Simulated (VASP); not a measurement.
Crystal: NiO.

```
Ni O
1.0
     0.00000    2.09972    2.09972
     2.09972    0.00000    2.09972
     2.09972    2.09972    0.00000
Ni O
1 1
Direct
  0.00000 0.00000 0.00000
  0.50000 0.50000 0.50000
```

Base run:

```yaml
Program: VASP 6.6.1
Functional: PBE exchange alone
Potentials_or_basis: VASP PAW PBE potentials, release 64 (Ni, O)
Cutoff: 520 eV
k_mesh: 11 × 11 × 11
Occupations: fermi-dirac, width 0.05 eV
Spin: collinear spin, ferromagnetic start
Starting_moments: "[1.0, 0.0] μB"
```

Its results: pressure 27.9 GPa; net moment 1.91 μB per cell; site moments Ni +1.56; O +0.31 μB.

Q: The run is repeated on the same cell with these changes: functional from PBE exchange alone to b88 exchange, pbe correlation; cutoff from 520 eV to 600 eV. What comes out?

A: Pressure 1.1 GPa; net moment 1.76 μB per cell; site moments Ni +1.45; O +0.27 μB.

Caveats: a cell with one magnetic atom can't hold antiferromagnetic order, which such compounds often take; the cell stands under pressure (at least some runs); the PAW data sets were made with another functional, which shifts forces and pressure a little (at least some runs).
